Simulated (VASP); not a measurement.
TiSe3:

```
CELL_PARAMETERS angstrom
4.61146 0.00000 0.00000
0.00000 4.61146 0.00000
0.00000 0.00000 4.61146
ATOMIC_POSITIONS crystal
Ti 0.50000 0.50000 0.50000
Se 0.00000 0.50000 0.50000
Se 0.50000 0.00000 0.50000
Se 0.50000 0.50000 0.00000
```

The cell was built from a structure type or drawn by symmetry, and may not be a known phase.

| Item | Value |
| --- | --- |
| Program | VASP 6.6.1 |
| Task | relaxation of cell and atoms |
| Functional | PBE |
| Potentials or basis | VASP PAW PBE potentials, release 64 (Ti_sv, Se) |
| Cutoff | 600 eV |
| k mesh | 4 × 4 × 4 |
| Occupations | gaussian, width 0.1 eV |
| Spin | collinear spin |
| Starting moments | [1.0, 0.0, 0.0, 0.0] μB |

At the start: pressure 18.4 GPa; volume 24.52 Å³/atom.

Problem. Where does the relaxation end?

Solution. Over 3 steps the energy falls by 295.2 meV/atom and the volume is 30.79 Å³/atom (+25.6 %); space group Pm-3m (No. 221, to 0.1 Å) before and after; moment 1.61 μB per cell.

Step by step:
| step | energy change (eV) | largest force (eV/Å) | pressure (GPa) | volume (Å³) |
| --- | --- | --- | --- | --- |
| 1 | 0.0000 | 0.0000 | 18.36 | 98.07 |
| 2 | -0.7742 | 0.0000 | -5.53 | 143.58 |
| 3 | -1.1809 | 0.0000 | -0.03 | 123.17 |

Final structure:
```xyz
4
Lattice="4.9755 0.0000 0.0000 0.0000 4.9755 0.0000 0.0000 0.0000 4.9755" Properties=species:S:1:pos:R:3 pbc="T T T"
Ti    2.4878    2.4878    2.4878
Se    0.0000    2.4878    2.4878
Se    2.4878    0.0000    2.4878
Se    2.4878    2.4878    0.0000
```

Caveat: the volume moved by over 15 % at a fixed basis, so the end points are rough.
